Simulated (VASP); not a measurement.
Set up this calculation in VASP 6.6.1, as the native input.

| Quantity | Value |
| --- | --- |
| Task | single point |
| Functional | B3LYP |
| Potentials or basis | VASP PAW PBE potentials, release 64 (Ga_d, N) |
| Cutoff | 520 eV |
| k mesh | 4 × 4 × 4 |
| Occupations | gaussian, width 0.01 eV |
| Spin | no spin polarisation |
| Dipole correction | no |
| Grid for exact exchange (PRECFOCK) | Normal |
| Further INCAR settings | ALGO = Normal; EDIFF = 1e-06; NBANDS = 16 |
| Share of exact exchange | 0.2 |

Crystal: GaN.

```
Ga N
1.0
     0.00000    2.25350    2.25350
     2.25350    0.00000    2.25350
     2.25350    2.25350    0.00000
Ga N
1 1
Direct
  0.00000 0.00000 0.00000
  0.75000 0.75000 0.75000
```

These files were run (other wordings do the same):

POSCAR

```
GaN
1.0
    0.0000000000      2.2535006100      2.2535006100
    2.2535006100      0.0000000000      2.2535006100
    2.2535006100      2.2535006100      0.0000000000
Ga N
1 1
Direct
    0.0000000000      0.0000000000      0.0000000000
    0.7500000000      0.7500000000      0.7500000000
```

INCAR.step1

```
  ALGO = Normal
  EDIFF = 1E-5
  ENCUT = 520
  GGA = PE
  GGA_COMPAT = F
  ISIF = 2
  ISMEAR = 0
  LASPH = T
  LCHARG = F
  LREAL = F
  LWAVE = T
  NBANDS = 16
  NELM = 120
  PREC = Accurate
  SIGMA = 0.01
```

INCAR.step2

```
  AEXX = 0.2
  AGGAC = 0.81
  AGGAX = 0.72
  ALDAC = 0.19
  ALGO = Normal
  EDIFF = 1E-6
  ENCUT = 520
  GGA = B3
  GGA_COMPAT = F
  ISIF = 2
  ISMEAR = 0
  ISTART = 1
  LASPH = T
  LCHARG = F
  LHFCALC = T
  LREAL = F
  LWAVE = F
  NBANDS = 16
  NELM = 120
  PREC = Accurate
  PRECFOCK = Normal
  SIGMA = 0.01
```

KPOINTS

```
k-points
0
Gamma
  4 4 4
```

Potentials or basis: VASP PAW PBE potentials, release 64 (Ga_d, N).

Command:

```bash
$ cat potpaw_PBE.64/Ga_d/POTCAR potpaw_PBE.64/N/POTCAR > POTCAR
$ cp INCAR.step1 INCAR
$ mpirun -np 1 vasp_std > vasp.out
$ cp INCAR.step2 INCAR
$ mpirun -np 1 vasp_std > vasp.out
```

It gave:

| Property | Result |
| --- | --- |
| Pressure | 5.2 GPa |
| Band gap on the k mesh | 3.47 eV |

Caveat: the k points lie up to 0.60 Å⁻¹ apart; the PAW data sets were made with another functional, which shifts forces and pressure a little.

Run time: 5.8 min on 1 thread of Intel Xeon 8259CL, with other jobs on the host, peak memory 0.15 GiB.
